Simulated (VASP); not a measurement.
Wanted: the native input for a VASP 6.6.1 run.

| Item | Value |
| --- | --- |
| Task | single point |
| Functional | PBE |
| Potentials or basis | VASP PAW PBE potentials, release 64 (Ca_sv, Sb) |
| Cutoff | 520 eV |
| k mesh | 12 × 12 × 6 |
| Occupations | gaussian, width 0.1 eV |
| Spin | no spin polarisation |
| Dipole correction | no |
| Further INCAR settings | ALGO = Normal; EDIFF = 1e-07; NBANDS = 23 |

The structure of CaSb4 lies in POSCAR:

```
CaSb4
1.0
    5.6184777483      0.0000000000      0.0000000000
   -2.8092388741      4.8657444606      0.0000000000
    0.0000000000      0.0000000000      6.1523224446
Ca Sb
1 4
Direct
    0.0000000000      0.0000000000      0.5000000000
    0.3333333333      0.6666666667      0.5000000000
    0.6666666667      0.3333333333      0.5000000000
    0.3333333333      0.6666666667      0.0000000000
    0.6666666667      0.3333333333      0.0000000000
```

The cell was generated, and may not be a known phase.

One way to write it, as run:

INCAR

```
SYSTEM = CaSb4
PREC = Accurate
ENCUT = 520
EDIFF = 1E-7
ISMEAR = 0
SIGMA = 0.1
LREAL = .FALSE.
LASPH = .TRUE.
NELM = 60
ALGO = Normal
ISIF = 2
LWAVE = .FALSE.
LCHARG = .FALSE.
GGA = PE
NBANDS = 23
```

KPOINTS

```
Automatic mesh
0
G
  12 12 6
  0 0 0
```

Potentials or basis: VASP PAW PBE potentials, release 64 (Ca_sv, Sb).

Command:

```console
$ cat potpaw_PBE.64/Ca_sv/POTCAR potpaw_PBE.64/Sb/POTCAR > POTCAR
$ mpirun -np 1 vasp_std > vasp.out
```

Results of the run:

```json
{
 "Pressure": "0.0 GPa",
 "Band gap on the k mesh": "zero (bands 15 and 16 overlap by 1.68 eV)"
}
```

Caveat: spin-orbit coupling is left out, which moves the levels of the heavy elements.

Wall time 4.3 min on 1 thread of Intel(R) Xeon(R) Platinum 8488C (Sapphire Rapids), with other jobs on the host, peak memory 0.45 GiB.
